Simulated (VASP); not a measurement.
# Ga9N7 (a cell with a defect) in VASP: single point with PBE

Aim: the single point of Ga9N7 (a cell with a defect) with PBE.

Program: VASP 6.6.1. These are calculated values, not measurements. Logs are shortened: lines on timing, memory, paths and dates and some standing lists are left out, and cuts for length are marked.

**1. The cell of the first run**

The cell holds a defect, 16 atoms: a = 5.243 Å, b = 6.437 Å, c = 6.437 Å, α = 120.00°, β = 90.00°, γ = 90.00°.

**2. Single point, PBE, collinear spin**

File INCAR:

```
  PREC = Accurate
  ENCUT = 520
  EDIFF = 1E-6
  ISMEAR = 0
  SIGMA = 0.01
  LREAL = Auto
  LASPH = True
  NELM = 150
  ALGO = Fast
  ISIF = 2
  LWAVE = False
  LCHARG = True
  ISPIN = 2
  MAGMOM = 0.2 0 0 0 0.2 0.2 0 0.2 0.2 0 0 0 0 0 0 0
  LORBIT = 11
  GGA = PE
  LELF = True
  LVHAR = True
  NBANDS = 94
  NELECT = 153.0
```

File KPOINTS:

```
Automatic mesh
0
Gamma
  4 4 4
```

File POSCAR:

```
Ga9N7
1.0
    0.0000000000      0.0000000000     -5.2431684262
    6.4367416346      0.0000000000      0.0000000000
   -3.2183708173     -5.5743817732      0.0000000000
Ga N
9 7
Direct
    0.5954527088      0.1666666667      0.3333333333
    0.4866223082      0.6667204281      0.3334408562
    0.4866223082      0.1665591438      0.8332795719
    0.4866223082      0.6667204281      0.8332795719
   -0.0152645888      0.8047386334      0.1523693167
   -0.0152645888      0.3476306833      0.1523693167
   -0.0111789693      0.8333333333      0.6666666667
   -0.0152645888      0.3476306833      0.6952613666
    0.1656360967      0.1666666667      0.3333333333
    0.1185429822      0.6696945739      0.3393891477
    0.1185429822      0.1606108523      0.8303054261
    0.1185429822      0.6696945739      0.8303054261
    0.6221214232      0.8088964945      0.1544482473
    0.6221214232      0.3455517527      0.1544482473
    0.6140237897      0.8333333333      0.6666666667
    0.6221214232      0.3455517527      0.6911035055
```

Potentials or basis: VASP PAW PBE potentials, release 64 (Ga_d, N).

The run is started by

```sh
$ cat potpaw_PBE.64/Ga_d/POTCAR potpaw_PBE.64/N/POTCAR > POTCAR
$ mpirun -np 1 vasp_std > vasp.out
```

OUTCAR:

```text
PREC = Accurate
   ENCUT = 520
   EDIFF = 1E-6
   ISMEAR = 0
   LREAL = Auto
   LASPH = True
   NELM = 150
   ISIF = 2
   ISPIN = 2
   LORBIT = 11
   GGA = PE
   NELECT = 153.0

 ion  position               nearest neighbor table
   1  0.595  0.167  0.333-  14 2.00  13 2.00  16 2.00   9 2.25   6 2.87   5 2.87   8 2.87
   2  0.487  0.667  0.333-  13 1.93  14 1.93  10 1.93  15 1.97
   3  0.487  0.167  0.833-  16 1.93  14 1.93  11 1.93  15 1.97
   4  0.487  0.667  0.833-  16 1.93  13 1.93  12 1.93  15 1.97
   5  0.985  0.805  0.152-  13 1.90  10 1.93  12 1.93   9 2.23   1 2.87
   6  0.985  0.348  0.152-  14 1.90  10 1.93  11 1.93   9 2.23   1 2.87
   7  0.989  0.833  0.667-  12 1.95  11 1.95  10 1.95  15 1.97
   8  0.985  0.348  0.695-  16 1.90  11 1.93  12 1.93   9 2.23   1 2.87
   9  0.166  0.167  0.333-   6 2.23   5 2.23   8 2.23   1 2.25
  10  0.119  0.670  0.339-   2 1.93   5 1.93   6 1.93   7 1.95
  11  0.119  0.161  0.830-   3 1.93   8 1.93   6 1.93   7 1.95
  12  0.119  0.670  0.830-   4 1.93   8 1.93   5 1.93   7 1.95
  13  0.622  0.809  0.154-   5 1.90   2 1.93   4 1.93   1 2.00
  14  0.622  0.346  0.154-   6 1.90   2 1.93   3 1.93   1 2.00
  15  0.614  0.833  0.667-   7 1.97   4 1.97   3 1.97   2 1.97
  16  0.622  0.346  0.691-   8 1.90   3 1.93   4 1.93   1 2.00

  LATTYP: Found a hexagonal cell.
 ALAT       =     6.4367416346
 C/A-ratio  =     0.8145687250

  Lattice vectors:

 A1 = (   6.4367416346,   0.0000000000,   0.0000000000)
 A2 = (  -3.2183708173,  -5.5743817732,   0.0000000000)
 A3 = (   0.0000000000,   0.0000000000,  -5.2431684262)

Analysis of symmetry for initial positions (statically):
=====================================================================
 Subroutine PRICEL returns:
 Original cell was already a primitive cell.

 Routine SETGRP: Setting up the symmetry group for a
 hexagonal supercell.

 Subroutine GETGRP returns: Found  6 space group operations
 (whereof  2 operations were pure point group operations)
 out of a pool of 24 trial point group operations.

The static configuration has the point symmetry C_1h.
 The point group associated with its full space group is C_3v.

Analysis of symmetry for dynamics (positions and initial velocities):
=====================================================================
 Subroutine PRICEL returns:
 Original cell was already a primitive cell.

 Routine SETGRP: Setting up the symmetry group for a
 hexagonal supercell.

 Subroutine GETGRP returns: Found  6 space group operations
 (whereof  2 operations were pure point group operations)
 out of a pool of 24 trial point group operations.

The dynamic configuration has the point symmetry C_1h.
 The point group associated with its full space group is C_3v.

Analysis of structural, dynamic, and magnetic symmetry:
=====================================================================
 Subroutine PRICEL returns:
 Original cell was already a primitive cell.

 Routine SETGRP: Setting up the symmetry group for a
 hexagonal supercell.

 Subroutine GETGRP returns: Found  6 space group operations
 (whereof  2 operations were pure point group operations)
 out of a pool of 24 trial point group operations.

The overall configuration has the point symmetry C_1h.
 The point group associated with its full space group is C_3v.

 Subroutine INISYM returns: Found  6 space group operations
 (whereof  2 operations are pure point group operations),
 and found     1 'primitive' translations

----------------------------------------------------------------------------------------

                                     Primitive cell

  volume of cell :     188.1294

  direct lattice vectors                    reciprocal lattice vectors
     0.000000000  0.000000000 -5.243168426     0.000000000  0.000000000 -0.190724371
     6.436741635  0.000000000  0.000000000     0.155358108 -0.089696045  0.000000000
    -3.218370817 -5.574381773  0.000000000     0.000000000 -0.179392091  0.000000000

  length of vectors
     5.243168426  6.436741635  6.436741635     0.190724371  0.179392091  0.179392091

  position of ions in fractional coordinates (direct lattice)
     0.595452709  0.166666667  0.333333333
     0.486622308  0.666720428  0.333440856
     0.486622308  0.166559144  0.833279572
     0.486622308  0.666720428  0.833279572
     0.984735411  0.804738633  0.152369317
     0.984735411  0.347630683  0.152369317
[... 8 lines left out ...]
     0.614023790  0.833333333  0.666666667
     0.622121423  0.345551753  0.691103506

  ion indices of the primitive-cell ions
   primitive index   ion index
                 1           1
                 2           2
                 3           3
                 4           4
                 5           5
[... 31 lines left out ...]
     0.000000000  0.000000000  0.000000000

 Subroutine IBZKPT returns following result:
 ===========================================

 Found     13 irreducible k-points:

 Following reciprocal coordinates:
            Coordinates               Weight
  0.000000  0.000000  0.000000      1.000000
  0.250000  0.000000  0.000000      2.000000
  0.500000  0.000000  0.000000      1.000000
  0.000000  0.250000  0.000000      6.000000
  0.250000  0.250000  0.000000      6.000000
  0.250000  0.000000  0.250000      6.000000
  0.500000  0.250000  0.000000      6.000000
  0.000000  0.500000  0.000000      3.000000
  0.250000  0.500000  0.000000      6.000000
  0.500000  0.500000  0.000000      3.000000
  0.000000  0.250000  0.250000      6.000000
  0.250000  0.250000  0.250000     12.000000
  0.500000  0.250000  0.250000      6.000000
   k-points           NKPTS =     13   k-points in BZ     NKDIM =     13   number of bands    NBANDS=     94
   number of dos      NEDOS =    301   number of ions     NIONS =     16
   total plane-waves  NPLWV =  92160
   dimension x,y,z NGX =    40 NGY =   48 NGZ =   48
   dimension x,y,z NGXF=    80 NGYF=   96 NGZF=   96
   ions per type =               9   7
   NGX,Y,Z   is equivalent  to a cutoff of  12.68, 12.40, 12.40 a.u.
   NGXF,Y,Z  is equivalent  to a cutoff of  25.37, 24.79, 24.79 a.u.
 SYSTEM =  unknown system
   PREC   = accura    normal or accurate (medium, high low for compatibility)
   ISTART =      0    job   : 0-new  1-cont  2-samecut
   ICHARG =      2    charge: 1-file 2-atom 10-const
   ISPIN  =      2    spin polarized calculation?
   LNONCOLLINEAR =      F non collinear calculations
   LSORBIT =      F    spin-orbit coupling
   LASPH  =      T    aspherical Exc in radial PAW
   ENCUT  =  520.0 eV  38.22 Ry    6.18 a.u.   9.75 11.97 11.97*2*pi/ulx,y,z
   NELM   =    150;   NELMIN=  2; NELMDL= -5     # of ELM steps
   EDIFF  = 0.1E-05   stopping-criterion for ELM
   LREAL  =      T    real-space projection
   EDIFFG = 0.1E-04   stopping-criterion for IOM
   NSW    =      0    number of steps for IOM
   IBRION =     -1    ionic relax: 0-MD 1-quasi-New 2-CG
   NFREE  =      0    steps in history (QN), initial steepest desc. (CG)
   ISIF   =      2    stress and relaxation
   ISYM   =      2    0-nonsym 1-usesym 2-fastsym
   POTIM  = 0.5000    time-step for ionic-motion
   TEBEG  =    0.0;   TEEND  =   0.0 temperature during run
   PSTRESS=    0.0 pullay stress
   NELECT =     153.0000    total number of electrons
   NUPDOWN=      -1.0000    fix difference up-down
   EMIN   =  10.00;   EMAX   =-10.00  energy-range for DOS
   EFERMI =   0.00;   METHOD = LEGACY
   ISMEAR =     0;   SIGMA  =   0.01  broadening in eV -4-tet -1-fermi 0-gaus
   EFERMI_NEDOS =   21; number of points for ismear=-14 and -15
   IALGO  =     68    algorithm
   IMIX   =      4    mixing-type and parameters
     AMIX     =   0.40;   BMIX     =  1.00
     AMIX_MAG =   1.60;   BMIX_MAG =  1.00
  volume/ion in A,a.u.               =      11.76        79.35
  Fermi-wavevector in a.u.,A,eV,Ry     =   1.528105  2.887699 31.771018  2.335104
  Thomas-Fermi vector in A             =   2.635909
   LORBIT       =     11    0 simple, 1 ext, 2 COOP (PROOUT), +10 PAW based schemes
   GGA     = PE    functional components
   LHFCALC =     F    Hartree Fock is set to
   AEXX    =    0.0000 exact exchange contribution
   IVDW    =     0    specifies the selected vdW correction
   LEPSILON=     F    determine dielectric tensor
   LRPA    =     F    only Hartree local field effects (RPA)
 spin polarized calculation
 RMM-DIIS sequential band-by-band and
 Gauss-broadening in eV      SIGMA  =   0.01
  energy-cutoff  :      520.00
  volume of cell :      188.13
 maximum number of plane-waves:      5096
 NGX is ok and might be reduce to    40
   NGX = 19   NGY = 23   NGZ = 23

 number of electron     152.9999912 magnetization       0.0034483

 Free energy of the ion-electron system (eV)
  ---------------------------------------------------
  ext. energy  EPLUGINS =         0.00000000
  ---------------------------------------------------
  free energy    TOTEN  =       -78.13289306 eV

  energy without entropy =      -78.13265304  energy(sigma->0) =      -78.13277305

 E-fermi :   7.6845     XC(G=0): -11.8619

 val. band max:        7.6820504259   @ k =   0.0000   0.5000   0.0000
 cond. band min:       7.8424573437   @ k =   0.2500   0.2500   0.0000
 fundamental gap:      0.1604069178
 Fermi energy:         7.6844597856

 spin component 1

 k-point     1 :       0.0000    0.0000    0.0000
  band No.  band energies     occupation
      1     -10.6197      1.00000
      2      -9.8340      1.00000
      3      -9.8340      1.00000
      4      -9.7764      1.00000
      5      -9.7014      1.00000
      6      -9.5798      1.00000
[... 1172 lines left out ...]
     87      12.6306      0.00000
     88      12.8215      0.00000
 Fermi energy:         7.6844597856

 spin component 2

 k-point     1 :       0.0000    0.0000    0.0000
  band No.  band energies     occupation
      1     -10.6194      1.00000
      2      -9.8337      1.00000
      3      -9.8337      1.00000
      4      -9.7762      1.00000
      5      -9.7014      1.00000
      6      -9.5797      1.00000
[... 1172 lines left out ...]
     87      12.6325      0.00000
     88      12.8258      0.00000
 [bands above 88 left out]

------------------------ aborting loop because EDIFF is reached ----------------------------------------

  FORCE on cell =-STRESS in cart. coord.  units (eV):
  Direction    XX          YY          ZZ          XY          YZ          ZX
  --------------------------------------------------------------------------------------
  -------------------------------------------------------------------------------------
  Total       31.5701119     31.5701119     35.6431491     -0.0000000      0.0000000     -0.0000000
  in kB      268.8624235    268.8624235    303.5498724     -0.0000000      0.0000000     -0.0000000
  external PRESSURE =     280.4249065 kB  Pullay stress =       0.0000000 kB

 VOLUME and BASIS-vectors are now :
 -----------------------------------------------------------------------------
  energy-cutoff  :      520.00
  volume of cell :      188.13
      direct lattice vectors                 reciprocal lattice vectors
     0.000000000  0.000000000 -5.243168426     0.000000000  0.000000000 -0.190724371
     6.436741635  0.000000000  0.000000000     0.155358108 -0.089696045  0.000000000
    -3.218370817 -5.574381773  0.000000000     0.000000000 -0.179392091  0.000000000

 POSITION                                       TOTAL-FORCE (eV/Angst)
 -----------------------------------------------------------------------------------
      0.00000     -1.85813     -3.12206         0.000000     -0.000000     -0.001569
      3.21837     -1.85873     -2.55144         0.000000      0.009077      0.008348
     -1.60970     -4.64502     -2.55144         0.007861     -0.004539      0.008348
      1.60970     -4.64502     -2.55144        -0.007861     -0.004539      0.008348
      4.68951     -0.84936     -5.16313         0.002353     -0.001359      0.007029
      1.74723     -0.84936     -5.16313        -0.002353     -0.001359      0.007029
[... 8 lines left out ...]
      3.21837     -3.71625     -3.21943         0.000000     -0.000000     -0.002264
     -0.00000     -3.85247     -3.26189         0.000000     -0.009780     -0.008589
 -----------------------------------------------------------------------------------
    total drift:                                0.000021      0.000037      0.005637

  FREE ENERGIE OF THE ION-ELECTRON SYSTEM (eV)
  ---------------------------------------------------
  free  energy   TOTEN  =       -78.1328930574 eV

  energy  without entropy=      -78.1326530354  energy(sigma->0) =      -78.13277305

 total charge

# of ion       s       p       d       tot
------------------------------------------
    1        0.825   0.897  10.139  11.860
    2        0.796   0.921  10.189  11.906
    3        0.796   0.921  10.189  11.906
    4        0.796   0.921  10.189  11.906
    5        0.882   1.006  10.170  12.058
    6        0.882   1.006  10.170  12.058
[... 8 lines left out ...]
   15        1.227   2.515   0.000   3.742
   16        1.246   2.532   0.000   3.778
--------------------------------------------------
tot         16.388  26.509  91.358 134.255

 magnetization (x)

# of ion       s       p       d       tot
------------------------------------------
    1       -0.000  -0.000   0.000  -0.000
    2       -0.000  -0.000   0.000  -0.000
    3       -0.000  -0.000   0.000  -0.000
    4       -0.000  -0.000   0.000  -0.000
    5        0.000   0.000   0.000   0.000
    6        0.000   0.000   0.000   0.000
[... 8 lines left out ...]
   15       -0.000  -0.000   0.000  -0.000
   16        0.000   0.000   0.000   0.000
--------------------------------------------------
tot          0.000   0.002   0.000   0.003
```

It took 15 min on 1 thread of Oxide Virtual Turin-like, shared host; peak memory 0.49 GiB.

Results:

- Free energy: -78.1329 eV
- Largest force: 0.015 eV/Å
- Net moment: 0.00 μB per cell
- Valence electrons inside the program's atomic spheres: Ga 11.86, 11.91, 12.06, 12.25 (each value once); N 3.77, 3.78, 3.74 (each value once)

Forces on the atoms (eV/Å):
```
Ga   0.000  0.000 -0.002
Ga   0.000  0.009  0.008
Ga   0.008 -0.005  0.008
Ga  -0.008 -0.005  0.008
Ga   0.002 -0.001  0.007
Ga  -0.002 -0.001  0.007
Ga   0.000  0.000  0.002
Ga   0.000  0.003  0.007
Ga   0.000  0.000 -0.015
N    0.000  0.000 -0.001
N    0.000  0.000 -0.001
N    0.000  0.000 -0.001
N   -0.008  0.005 -0.009
N    0.008  0.005 -0.009
N    0.000  0.000 -0.002
N    0.000 -0.010 -0.009
```

Caveat: the cell carries a net charge on a neutralising background, which shifts energy and pressure; the cell is charged against a uniform background, so pressure and absolute levels hang on convention.
